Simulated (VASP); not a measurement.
Runs of VASP 6.6.1 on SiO2. The structure is that of space group I-42d (No. 122), or close to it. The cells are those of the table. 

```csv
cell,gap on the mesh (eV),pressure (GPa),largest force (eV/Å)
"a = 5.067 Å, angles 123.2, 123.2, 84.6°, 6 atoms",6.62,4.7,0.36
"a = 4.868 Å, angles 120.6, 120.6, 88.9°, 6 atoms",7.01,21.2,1.32
"a = 4.992 Å, angles 119.0, 119.0, 91.8°, 6 atoms",6.55,-0.1,(c)
"a = 5.135 Å, angles 124.0, 124.0, 83.2°, 6 atoms",6.45,0.1,0.10
"a = 4.941 Å, angles 123.2, 123.2, 84.5°, 6 atoms",(a),21.3,1.41
"a = 5.186 Å, angles 121.5, 121.5, 87.5°, 6 atoms",6.12,(b),0.76
"a = 5.077 Å, angles 124.9, 124.9, 81.8°, 6 atoms",6.62,9.5,0.76
"a = 5.056 Å, angles 119.8, 119.8, 90.3°, 6 atoms",6.43,(d),0.33
```

Alike in all rows: task single point; level r2SCAN; potentials or basis VASP PAW PBE potentials, release 64 (Si, O); no spin polarisation; k mesh 6 × 6 × 6; cutoff (eV) 520; smearing gaussian 0.05 eV.

Fill in the values left out.

(a) 6.95; (b) -10.7; (c) 0.08; (d) -4.0.

Caveats: the PAW data sets were made with another functional, which shifts forces and pressure a little.

A k mesh can miss the band edges.
